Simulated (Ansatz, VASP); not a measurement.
# Two plane-wave programs on Bi2Te3

```xyz
5
Lattice="2.2241 1.2841 10.6836 -2.2241 1.2841 10.6836 0.0000 -2.5681 10.6836" Properties=species:S:1:pos:R:3 pbc="T T T"
Bi    0.0000    0.0000   12.7376
Bi    0.0000    0.0000   19.3132
Te    0.0000    0.0000    0.0000
Te    0.0000    0.0000    6.9109
Te    0.0000    0.0000   25.1399
```

Alike in both runs: functional PBE; k mesh 9 × 9 × 9; no spin polarisation.

Ansatz relaxed the structure, and its values are those at the end. VASP's run is a single point on that final structure, the one shown.

|  | VASP | Ansatz |
| --- | --- | --- |
| version | VASP 6.6.1 | Ansatz 0.2.0 |
| potentials or method | VASP PAW PBE potentials, release 64 (Bi_d, Te), cutoff 520 eV | scalar-relativistic, plane waves, PAW |
| occupations | gaussian, width 0.01 eV | fixed |
| valence electrons in the cell | 48 | 78 |

VASP gave:

* gap on the k mesh at the Fermi level (eV): 0.51
* least direct gap on the mesh (eV): 0.51
* pressure (GPa): 0.0
* rms of the force components (eV/Å): 0.004

Question: What did Ansatz give for the same quantities?

Answer: gap on the k mesh at the Fermi level (eV): 0.52; least direct gap on the mesh (eV): 0.52; pressure (GPa): 0.0; rms of the force components (eV/Å): 0.000.

VASP's potentials hold 48 valence electrons a cell and Ansatz's 78, so a difference there can come from the potentials and not from the codes.

Spin-orbit coupling is off throughout.
